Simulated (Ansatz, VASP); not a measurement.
One calculation of RbCl, two programs

File INCAR:

```
SYSTEM = RbCl
ALGO = Normal
EDIFF = 1E-6
ENCUT = 500
GGA_COMPAT = .False.
ISIF = 2
ISMEAR = -1
LASPH = .True.
LCHARG = .False.
LREAL = .False.
LWAVE = .False.
NBANDS = 15
NELM = 120
PREC = Accurate
SIGMA = 0.03
```

KPOINTS

```
k-points
0
Gamma
  6 6 6
  0 0 0
```

The input POSCAR:

```
RbCl
1.0
    0.0000000000      3.2740000000      3.2740000000
    3.2740000000      0.0000000000      3.2740000000
    3.2740000000      3.2740000000      0.0000000000
Rb Cl
1 1
Direct
    0.0000000000      0.0000000000      0.0000000000
    0.5000000000      0.5000000000      0.5000000000
```

Input for Ansatz:

```yaml
crystal:
  lattice:
    - [0.0, 3.274, 3.274]
    - [3.274, 0.0, 3.274]
    - [3.274, 3.274, 0.0]
  atoms:
    - { symbol: Rb, position: [0.0, 0.0, 0.0] }
    - { symbol: Cl, position: [0.5, 0.5, 0.5] }
kpoints:
  mp_grid: { grid: [6, 6, 6] }
  band_path:
    path:
      - [0.0, 0.0, 0.0]
      - [0.5, 0.0, 0.5]
      - [0.625, 0.25, 0.625]
      - [0.375, 0.375, 0.75]
      - [0.0, 0.0, 0.0]
      - [0.5, 0.5, 0.5]
      - [0.5, 0.25, 0.75]
      - [0.5, 0.0, 0.5]
    npoints: 5
scf:
  occupations: { method: fermi_dirac, width: 0.03 }
hamiltonian:
  xc: lda
  pseudopotentials: { kind: all_electron, lapw: { basis_error: 0.0005 } }
output:
  forces: true
  stress: true
  eigenvalues: true
```

Alike in both runs: task single point; functional LDA; k mesh 6 × 6 × 6; occupations fermi-dirac, width 0.03 eV; no spin polarisation.

|  | VASP | Ansatz |
| --- | --- | --- |
| version | VASP 6.6.1 | Ansatz 0.2.0 |
| potentials or method | VASP PAW LDA potentials, release 64 (Rb_sv, Cl), cutoff 500 eV | all-electron LAPW, scalar-relativistic |

```csv
,VASP,Ansatz,Ansatz less VASP
gap on the k mesh at the Fermi level (eV),4.60,4.60,-0.006
pressure (GPa),-1.4,-1.4,-0.01
```

LDA's correlation is that of Perdew and Zunger in VASP and of Perdew and Wang (1992) in Ansatz. Ansatz ran all-electron here, and VASP with PAW potentials.
